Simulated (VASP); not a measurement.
# SnO (P4/nmm) in VASP: notebook

Runs on SnO. Level: LDA. Tasks: single point.

All numbers are computed with VASP 6.6.1; they aren't measurements. Logs are shortened: lines on timing, memory, paths and dates and some standing lists are left out, and cuts for length are marked.

### 1 The cell of the first run

The structure is tetragonal, space group P4/nmm (No. 129). The conventional cell has a = 3.724 Å, b = 3.724 Å, c = 4.737 Å, α = 90.00°, β = 90.00°, γ = 90.00°. Sn (site symmetry 4mm) has 4 O at 2.18 Å within 2.9 Å. O (site symmetry -4m2) has 4 Sn at 2.18 Å and 4 O at 2.63 Å within 2.9 Å.

### 2 Single point, LDA (volume scaled by 0.94)

The input, INCAR:

```
SYSTEM = SnO
  PREC = Accurate
  ENCUT = 520
  EDIFF = 1E-6
  ISMEAR = -1
  SIGMA = 0.02
  LREAL = .False.
  LASPH = .True.
  NELM = 100
  ALGO = Normal
  ISIF = 2
  LWAVE = .False.
  LCHARG = .False.
  NBANDS = 28
```

The input, KPOINTS:

```
regular mesh
0
Gamma
  6 6 5
  0 0 0
```

The input, POSCAR:

```
SnO
1.0
    3.7243863853      0.0000000000      0.0000000000
    0.0000000000      3.7243863853      0.0000000000
    0.0000000000      0.0000000000      4.7372784218
Sn O
2 2
Direct
    0.0000000000      0.5000000000      0.2385000000
    0.5000000000      0.0000000000      0.7615000000
    0.0000000000      0.0000000000      0.0000000000
    0.5000000000      0.5000000000      0.0000000000
```

Potentials or basis: VASP PAW LDA potentials, release 64 (Sn_d, O).

The run is started by

```console
> cat potpaw_LDA.64/Sn_d/POTCAR potpaw_LDA.64/O/POTCAR > POTCAR
> mpirun -np 1 vasp_std > vasp.out
```

OUTCAR:

```text
SYSTEM = SnO
   PREC = Accurate
   ENCUT = 520
   EDIFF = 1E-6
   ISMEAR = -1
   LREAL = .False.
   LASPH = .True.
   NELM = 100
   ISIF = 2

 ion  position               nearest neighbor table
   1  0.000  0.500  0.239-   3 2.18   4 2.18   3 2.18   4 2.18   2 3.47   2 3.47   2 3.47   2 3.47
                             2 3.62   2 3.62   2 3.62   2 3.62
   2  0.500  0.000  0.761-   3 2.18   4 2.18   4 2.18   3 2.18   1 3.47   1 3.47   1 3.47   1 3.47
                             1 3.62   1 3.62   1 3.62   1 3.62
   3  0.000  0.000  0.000-   1 2.18   2 2.18   1 2.18   2 2.18
   4  0.500  0.500  0.000-   1 2.18   2 2.18   2 2.18   1 2.18

  LATTYP: Found a simple tetragonal cell.
 ALAT       =     3.7243863853
 C/A-ratio  =     1.2719621252

  Lattice vectors:

 A1 = (   3.7243863853,   0.0000000000,   0.0000000000)
 A2 = (   0.0000000000,   3.7243863853,   0.0000000000)
 A3 = (   0.0000000000,   0.0000000000,   4.7372784218)

Analysis of symmetry for initial positions (statically):
=====================================================================
 Subroutine PRICEL returns:
 Original cell was already a primitive cell.

 Routine SETGRP: Setting up the symmetry group for a
 simple tetragonal supercell.

 Subroutine GETGRP returns: Found 16 space group operations
 (whereof  8 operations were pure point group operations)
 out of a pool of 16 trial point group operations.

The static configuration has the point symmetry D_2d.
 The point group associated with its full space group is D_4h.

Analysis of symmetry for dynamics (positions and initial velocities):
=====================================================================
 Subroutine PRICEL returns:
 Original cell was already a primitive cell.

 Routine SETGRP: Setting up the symmetry group for a
 simple tetragonal supercell.

 Subroutine GETGRP returns: Found 16 space group operations
 (whereof  8 operations were pure point group operations)
 out of a pool of 16 trial point group operations.

The dynamic configuration has the point symmetry D_2d.
 The point group associated with its full space group is D_4h.

 Subroutine INISYM returns: Found 16 space group operations
 (whereof  8 operations are pure point group operations),
 and found     1 'primitive' translations

----------------------------------------------------------------------------------------

                                     Primitive cell

  volume of cell :      65.7110

  direct lattice vectors                    reciprocal lattice vectors
     3.724386385  0.000000000  0.000000000     0.268500606  0.000000000  0.000000000
     0.000000000  3.724386385  0.000000000     0.000000000  0.268500606  0.000000000
     0.000000000  0.000000000  4.737278422     0.000000000  0.000000000  0.211091667

  length of vectors
     3.724386385  3.724386385  4.737278422     0.268500606  0.268500606  0.211091667

  position of ions in fractional coordinates (direct lattice)
     0.000000000  0.500000000  0.238500000
     0.500000000  0.000000000  0.761500000
     0.000000000  0.000000000  0.000000000
     0.500000000  0.500000000  0.000000000

  ion indices of the primitive-cell ions
   primitive index   ion index
                 1           1
                 2           2
                 3           3
                 4           4

----------------------------------------------------------------------------------------

 KPOINTS: regular mesh

Automatic generation of k-mesh.
 Grid dimensions read from file:
 generate k-points for:    6    6    5

 Generating k-lattice:

  Cartesian coordinates                     Fractional coordinates (reciprocal lattice)
     0.044750101  0.000000000  0.000000000     0.166666667  0.000000000  0.000000000
     0.000000000  0.044750101  0.000000000     0.000000000  0.166666667  0.000000000
     0.000000000  0.000000000  0.042218333     0.000000000  0.000000000  0.200000000

  Length of vectors
     0.044750101  0.044750101  0.042218333

  Shift w.r.t. Gamma in fractional coordinates (k-lattice)
     0.000000000  0.000000000  0.000000000

 Subroutine IBZKPT returns following result:
 ===========================================

 Found     30 irreducible k-points:

 Following reciprocal coordinates:
            Coordinates               Weight
  0.000000  0.000000  0.000000      1.000000
  0.166667  0.000000  0.000000      4.000000
  0.333333  0.000000  0.000000      4.000000
  0.500000  0.000000  0.000000      2.000000
  0.166667  0.166667  0.000000      4.000000
  0.333333  0.166667  0.000000      8.000000
[... 16 lines left out ...]
  0.333333  0.000000  0.400000      8.000000
  0.500000  0.000000  0.400000      4.000000
 [... further k-points ...]
   k-points           NKPTS =     30   k-points in BZ     NKDIM =     30   number of bands    NBANDS=     28
   number of dos      NEDOS =    301   number of ions     NIONS =      4
   total plane-waves  NPLWV =  28224
   dimension x,y,z NGX =    28 NGY =   28 NGZ =   36
   dimension x,y,z NGXF=    56 NGYF=   56 NGZF=   72
   ions per type =               2   2
   NGX,Y,Z   is equivalent  to a cutoff of  12.50, 12.50, 12.63 a.u.
   NGXF,Y,Z  is equivalent  to a cutoff of  25.00, 25.00, 25.27 a.u.
 SYSTEM =  SnO
   PREC   = accura    normal or accurate (medium, high low for compatibility)
   ISTART =      0    job   : 0-new  1-cont  2-samecut
   ICHARG =      2    charge: 1-file 2-atom 10-const
   ISPIN  =      1    spin polarized calculation?
   LNONCOLLINEAR =      F non collinear calculations
   LSORBIT =      F    spin-orbit coupling
   LASPH  =      T    aspherical Exc in radial PAW
   ENCUT  =  520.0 eV  38.22 Ry    6.18 a.u.   6.92  6.92  8.81*2*pi/ulx,y,z
   NELM   =    100;   NELMIN=  2; NELMDL= -5     # of ELM steps
   EDIFF  = 0.1E-05   stopping-criterion for ELM
   LREAL  =      F    real-space projection
   EDIFFG = 0.1E-04   stopping-criterion for IOM
   NSW    =      0    number of steps for IOM
   IBRION =     -1    ionic relax: 0-MD 1-quasi-New 2-CG
   NFREE  =      0    steps in history (QN), initial steepest desc. (CG)
   ISIF   =      2    stress and relaxation
   ISYM   =      2    0-nonsym 1-usesym 2-fastsym
   POTIM  = 0.5000    time-step for ionic-motion
   TEBEG  =    0.0;   TEEND  =   0.0 temperature during run
   PSTRESS=    0.0 pullay stress
   NELECT =      40.0000    total number of electrons
   NUPDOWN=      -1.0000    fix difference up-down
   EMIN   =  10.00;   EMAX   =-10.00  energy-range for DOS
   EFERMI =   0.00;   METHOD = LEGACY
   ISMEAR =    -1;   SIGMA  =   0.02  broadening in eV -4-tet -1-fermi 0-gaus
   EFERMI_NEDOS =   21; number of points for ismear=-14 and -15
   IALGO  =     38    algorithm
   IMIX   =      4    mixing-type and parameters
     AMIX     =   0.40;   BMIX     =  1.00
     AMIX_MAG =   1.60;   BMIX_MAG =  1.00
  volume/ion in A,a.u.               =      16.43       110.86
  Fermi-wavevector in a.u.,A,eV,Ry     =   1.387444  2.621888 26.191216  1.925000
  Thomas-Fermi vector in A             =   2.511664
   LORBIT       =      0    0 simple, 1 ext, 2 COOP (PROOUT), +10 PAW based schemes
   GGA     = CA    functional components
   LHFCALC =     F    Hartree Fock is set to
   AEXX    =    0.0000 exact exchange contribution
   IVDW    =     0    specifies the selected vdW correction
   LEPSILON=     F    determine dielectric tensor
   LRPA    =     F    only Hartree local field effects (RPA)
 non-spin polarized calculation
  energy-cutoff  :      520.00
  volume of cell :       65.71
 maximum number of plane-waves:      1788
 NGX is ok and might be reduce to    28
   NGX = 13   NGY = 13   NGZ = 17

 number of electron      40.0000008 magnetization

 Free energy of the ion-electron system (eV)
  ---------------------------------------------------
  ext. energy  EPLUGINS =         0.00000000
  ---------------------------------------------------
  free energy    TOTEN  =       -25.69136488 eV

  energy without entropy =      -25.69071012  energy(sigma->0) =      -25.69103750

 E-fermi :   7.7796     XC(G=0): -10.9904

 val. band max:        7.7599610552   @ k =   0.1667   0.0000   0.0000
 cond. band min:       7.8179737691   @ k =   0.0000   0.0000   0.0000
 fundamental gap:      0.0580127139
 Fermi energy:         7.7796249317

 k-point     1 :       0.0000    0.0000    0.0000
  band No.  band energies     occupation
      1     -14.4187      2.00000
      2     -13.8619      2.00000
      3     -13.8619      2.00000
      4     -13.8502      2.00000
      5     -13.7893      2.00000
      6     -13.7786      2.00000
[... 20 lines left out ...]
     27      14.5795      0.00000
     28      14.8847      0.00000

 k-point     2 :       0.1667    0.0000    0.0000
  band No.  band energies     occupation
      1     -14.4041      2.00000
      2     -13.9144      2.00000
      3     -13.8539      2.00000
      4     -13.8528      2.00000
      5     -13.8228      2.00000
      6     -13.7829      2.00000
[... 20 lines left out ...]
     27      14.8593      0.00000
     28      16.9356      0.00000

 k-point     3 :       0.3333    0.0000    0.0000
  band No.  band energies     occupation
      1     -14.3635      2.00000
      2     -14.1353      2.00000
      3     -13.8317      2.00000
      4     -13.8301      2.00000
      5     -13.8030      2.00000
      6     -13.7927      2.00000
[... 20 lines left out ...]
     27      15.4010      0.00000
     28      18.1164      0.00000

 k-point     4 :       0.5000    0.0000    0.0000
  band No.  band energies     occupation
      1     -14.2840      2.00000
      2     -14.2840      2.00000
      3     -13.8081      2.00000
      4     -13.8081      2.00000
      5     -13.8069      2.00000
      6     -13.8069      2.00000
[... 578 lines left out ...]
     27      15.8885      0.00000
     28      17.0223      0.00000

 k-point    23 :       0.3333    0.0000    0.4000
  band No.  band energies     occupation
      1     -14.3655      2.00000
      2     -14.1676      2.00000
      3     -13.8469      2.00000
      4     -13.8211      2.00000
      5     -13.8095      2.00000
      6     -13.8062      2.00000
[... 20 lines left out ...]
     27      16.2455      0.00000
     28      17.9536      0.00000

 k-point    24 :       0.5000    0.0000    0.4000
  band No.  band energies     occupation
      1     -14.3036      2.00000
      2     -14.3036      2.00000
      3     -13.8441      2.00000
      4     -13.8441      2.00000
      5     -13.7992      2.00000
      6     -13.7992      2.00000
[... 20 lines left out ...]
     27      16.8755      0.00000
     28      16.8755      0.00000

 [... further k-points ...]

------------------------ aborting loop because EDIFF is reached ----------------------------------------

  FORCE on cell =-STRESS in cart. coord.  units (eV):
  Direction    XX          YY          ZZ          XY          YZ          ZX
  --------------------------------------------------------------------------------------
  -------------------------------------------------------------------------------------
  Total        1.7825547      1.7825547      1.2743515      0.0000000     -0.0000000      0.0000000
  in kB       43.4625378     43.4625378     31.0714453      0.0000000     -0.0000000      0.0000000
  external PRESSURE =      39.3321736 kB  Pullay stress =       0.0000000 kB

 VOLUME and BASIS-vectors are now :
 -----------------------------------------------------------------------------
  energy-cutoff  :      520.00
  volume of cell :       65.71
      direct lattice vectors                 reciprocal lattice vectors
     3.724386385  0.000000000  0.000000000     0.268500606  0.000000000  0.000000000
     0.000000000  3.724386385  0.000000000     0.000000000  0.268500606  0.000000000
     0.000000000  0.000000000  4.737278422     0.000000000  0.000000000  0.211091667

 POSITION                                       TOTAL-FORCE (eV/Angst)
 -----------------------------------------------------------------------------------
      0.00000      1.86219      1.12984        -0.000000      0.000000      0.823973
      1.86219      0.00000      3.60744         0.000000      0.000000     -0.823973
      0.00000      0.00000      0.00000        -0.000000      0.000000     -0.000000
      1.86219      1.86219      0.00000        -0.000000     -0.000000     -0.000000
 -----------------------------------------------------------------------------------
    total drift:                                0.000000      0.000000      0.000000

  FREE ENERGIE OF THE ION-ELECTRON SYSTEM (eV)
  ---------------------------------------------------
  free  energy   TOTEN  =       -25.6913648830 eV

  energy  without entropy=      -25.6907101221  energy(sigma->0) =      -25.69103750
```

Run time: 20 s. Hardware: 1 thread of Intel Xeon 6975P-C (Granite Rapids), shared host; peak memory 0.17 GiB.

What came out:

| Property | Result |
| --- | --- |
| Free energy | -25.6914 eV |
| Pressure | 3.9 GPa |
| Largest force | 0.824 eV/Å |
| Band gap on the k mesh | zero (band 20 reaches 7.82 eV, above the bottom of band 21 at 7.70 eV) |

Forces on the atoms (eV/Å):
```
Sn   0.000  0.000  0.824
Sn   0.000  0.000 -0.824
O    0.000  0.000  0.000
O    0.000  0.000  0.000
```

Levels at points of the mesh, in eV from the Fermi level:
```
           k point  band 18  band 19  band 20  band 21  band 22  band 23
(0.00, 0.00, 0.00)    -3.57    -3.57     0.04     2.24     4.22     4.75
(0.50, 0.00, 0.00)    -5.38    -2.98    -2.98     3.27     3.27     6.05
(0.50, 0.50, 0.00)    -2.86    -1.96    -1.96    -0.08    -0.08     4.34
```

Caveat: spin-orbit coupling is left out, which moves the levels of the heavy elements.

### 3 Single point, LDA (volume scaled by 0.98)

The input, INCAR:

```
SYSTEM = SnO
  PREC = Accurate
  ENCUT = 520
  EDIFF = 1E-6
  ISMEAR = -1
  SIGMA = 0.02
  LREAL = .FALSE.
  LASPH = .TRUE.
  NELM = 80
  ALGO = Normal
  ISIF = 2
  LWAVE = .FALSE.
  LCHARG = .FALSE.
  GGA = CA
  NBANDS = 28
```

The input, KPOINTS:

```
Automatic mesh
0
G
  6 6 5
  0 0 0
```

The input, POSCAR:

```
SnO
1.0
    3.7764824526      0.0000000000      0.0000000000
    0.0000000000      3.7764824526      0.0000000000
    0.0000000000      0.0000000000      4.8035426462
Sn O
2 2
Direct
    0.0000000000      0.5000000000      0.2385000000
    0.5000000000      0.0000000000      0.7615000000
    0.0000000000      0.0000000000      0.0000000000
    0.5000000000      0.5000000000      0.0000000000
```

Potentials or basis: VASP PAW LDA potentials, release 64 (Sn_d, O).

The run is started by

```console
> cat potpaw_LDA.64/Sn_d/POTCAR potpaw_LDA.64/O/POTCAR > POTCAR
> mpirun -np 1 vasp_std > vasp.out
```

Wall time 19 s (1 thread of Intel Xeon 6975P-C (Granite Rapids), shared host); peak memory 0.18 GiB.

It converged, with:

```
Free energy            : -25.7216 eV
Pressure               : -0.6 GPa
Largest force          : 0.147 eV/Å
Band gap on the k mesh : 0.02 eV, indirect (least direct gap 1.93 eV)
```

Forces on the atoms (eV/Å):
```
Sn   0.000  0.000  0.147
Sn   0.000  0.000 -0.147
O    0.000  0.000  0.000
O    0.000  0.000  0.000
```

Stress tensor (GPa, compression positive):
```
-0.53  0.00  0.00
 0.00 -0.53  0.00
 0.00  0.00 -0.77
```

Levels at points of the mesh, in eV from the valence-band top:
| k point | band 18 | band 19 | band 20 | band 21 | band 22 | band 23 |
| --- | --- | --- | --- | --- | --- | --- |
| (0.00, 0.00, 0.00) | -3.29 | -3.29 | 0.00 | 2.13 | 4.24 | 4.70 |
| (0.50, 0.00, 0.00) | -5.03 | -2.79 | -2.79 | 3.18 | 3.18 | 5.92 |
| (0.50, 0.50, 0.00) | -2.60 | -1.91 | -1.91 | 0.02 | 0.02 | 4.37 |

Caveat: spin-orbit coupling is left out, which moves the levels of the heavy elements.

(Continued in part 2 of 3.)
